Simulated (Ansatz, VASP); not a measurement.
# Two plane-wave programs on KZnF3

```
K Zn F
1.0
     4.05194    0.00000    0.00000
     0.00000    4.05194    0.00000
     0.00000    0.00000    4.05194
K Zn F
1 1 3
Direct
  0.00000 0.00000 0.00000
  0.50000 0.50000 0.50000
  0.00000 0.50000 0.50000
  0.50000 0.00000 0.50000
  0.50000 0.50000 0.00000
```

Alike in both runs: functional PBEsol; k mesh 6 × 6 × 6; occupations gaussian, width 0.02 eV; no spin polarisation.

Ansatz relaxed the structure, and its values are those at the end. VASP's run is a single point on that final structure, the one shown.

|  | VASP | Ansatz |
| --- | --- | --- |
| version | VASP 6.6.1 | Ansatz 0.2.0 |
| potentials or method | VASP PAW PBE potentials, release 64 (K_sv, Zn, F), cutoff 520 eV | scalar-relativistic, plane waves, PAW |
| valence electrons in the cell | 42 | 42 |

```csv
,VASP,Ansatz,Ansatz less VASP
gap on the k mesh at the Fermi level (eV),3.63,3.71,+0.075
least direct gap on the mesh (eV),5.48,5.53,+0.042
pressure (GPa),0.4,0.0,-0.34
```

VASP's potentials were made for PBE, not for PBEsol.
